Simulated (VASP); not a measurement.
TaRe:

```
CELL_PARAMETERS angstrom
1.59633 -2.28932 0.00000
1.59633 2.28932 0.00000
0.00000 0.00000 4.44409
ATOMIC_POSITIONS crystal
Ta 0.50000 0.50000 0.50000
Re 0.00000 0.00000 0.00000
```

```yaml
Program: VASP 6.6.1
Task: relaxation of volume and atoms at fixed shape
Functional: PBEsol
Potentials_or_basis: VASP PAW PBE potentials, release 64 (Ta_pv, Re)
Cutoff: 600 eV
k_mesh: 8 × 8 × 5
Occupations: gaussian, width 0.1 eV
Spin: no spin polarisation
```

At the start: pressure -5.6 GPa; volume 16.24 Å³/atom.

Where does the relaxation end?

Over 4 steps the energy falls by 5.6 meV/atom and the volume is 15.93 Å³/atom (-1.9 %); space group Cmmm (No. 65, to 0.1 Å) before and after.

The path:
```csv
step,energy change (eV),largest force (eV/Å),pressure (GPa),volume (Å³)
1,0.0000,0.0000,-5.64,32.48
2,0.1203,0.0000,22.30,29.87
3,-0.0112,0.0000,-0.18,31.88
4,-0.0112,0.0000,-0.02,31.86
```

Final structure:
```
Ta Re
1.0
     1.58608   -2.27461    0.00000
     1.58608    2.27461    0.00000
     0.00000    0.00000    4.41555
Ta Re
1 1
Direct
  0.50000 0.50000 0.50000
  0.00000 0.00000 0.00000
```

Caveat: the PAW data sets were made with another functional, which shifts forces and pressure a little.
